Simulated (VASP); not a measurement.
Wanted: the native input for a VASP 6.6.1 run.

* Task: relaxation of cell and atoms
* Functional: PBE
* Dispersion: D3(BJ)
* Potentials or basis: VASP PAW PBE potentials, release 64 (Tl_d, Cu)
* Cutoff: 600 eV
* k mesh: 6 × 6 × 6
* Occupations: fermi-dirac, width 0.05 eV
* Spin: no spin polarisation
* Dipole correction: no
* Further INCAR settings: ALGO = Normal; EDIFF = 1e-06; IBRION = 2; EDIFFG = -0.01; NSW = 60; ISIF = 3

The structure of Tl3Cu lies in POSCAR:

```
Tl3Cu
1.0
    4.7169980000      0.0000000000      0.0000000000
    0.0000000000      4.7169980000      0.0000000000
    0.0000000000      0.0000000000      4.7169980000
Tl Cu
3 1
Direct
    0.5000000000      0.5000000000      0.0000000000
    0.5000000000      0.0000000000      0.5000000000
    0.0000000000      0.5000000000      0.5000000000
    0.0000000000      0.0000000000      0.0000000000
```

These files were run (other wordings do the same):

INCAR

```
  PREC = Accurate
  ENCUT = 600
  EDIFF = 1E-6
  ISMEAR = -1
  SIGMA = 0.05
  LREAL = False
  LASPH = True
  NELM = 100
  ALGO = Normal
  ISIF = 3
  LWAVE = False
  LCHARG = False
  GGA = PE
  IVDW = 12
  IBRION = 2
  NSW = 60
  EDIFFG = -0.01
```

KPOINTS

```
Automatic mesh
0
Gamma
  6 6 6
```

Potentials or basis: VASP PAW PBE potentials, release 64 (Tl_d, Cu).

The run is started by

```sh
$ cat potpaw_PBE.64/Tl_d/POTCAR potpaw_PBE.64/Cu/POTCAR > POTCAR
$ mpirun -np 1 vasp_std > vasp.out
```

Results of the run:

| Item | Value |
| --- | --- |
| Relaxed volume | 24.64 Å³/atom |
| Relaxed cell | a = 4.619 Å, b = 4.619 Å, c = 4.619 Å, α = 90.00°, β = 90.00°, γ = 90.00° |
| Space group after relaxing (to 0.1 Å) | Pm-3m (No. 221) |
| Energy gained by relaxing | 11.0 meV/atom |
| Ionic steps | 5 |
| Pressure after relaxing | 0.1 GPa |
| Band gap on the k mesh | zero (bands 25 and 26 overlap by 3.44 eV) |
| Dispersion energy per atom | -0.366 eV |

Caveat: spin-orbit coupling is left out, which moves the levels of the heavy elements.

Wall time 7 min on 1 thread of Intel(R) Xeon(R) Platinum 8488C (Sapphire Rapids) (shared host), peak memory 0.3 GiB.
